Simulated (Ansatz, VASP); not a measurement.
## One calculation of Mg, two programs

```xyz
2
Lattice="3.1852 0.0000 0.0000 -1.5926 2.7585 0.0000 0.0000 0.0000 5.2310" Properties=species:S:1:pos:R:3 pbc="T T T"
Mg    0.0000    1.8390    3.9232
Mg    1.5926    0.9195    1.3077
```

Alike in both runs: functional PBE; k mesh 8 × 8 × 4; occupations gaussian, width 0.05 eV; no spin polarisation.

Ansatz relaxed the structure, and its values are those at the end. VASP's run is a single point on that final structure, the one shown.

```csv
,VASP,Ansatz
version,VASP 6.6.1,Ansatz 0.2.0
potentials or method,"VASP PAW PBE potentials, release 64 (Mg), cutoff 520 eV","scalar-relativistic, plane waves, PAW"
valence electrons in the cell,4,20
```

|  | VASP | Ansatz | Ansatz less VASP |
| --- | --- | --- | --- |
| gap on the k mesh at the Fermi level (eV) | none | none | - |
| pressure (GPa) | -0.2 | -0.1 | +0.13 |

A gap of «none» marks a metal or a gap that the smearing closes. With one functional, cell and mesh, what is left measures potentials, basis and numerics. VASP's potentials hold 4 valence electrons a cell and Ansatz's 20, so a difference there can come from the potentials and not from the codes.
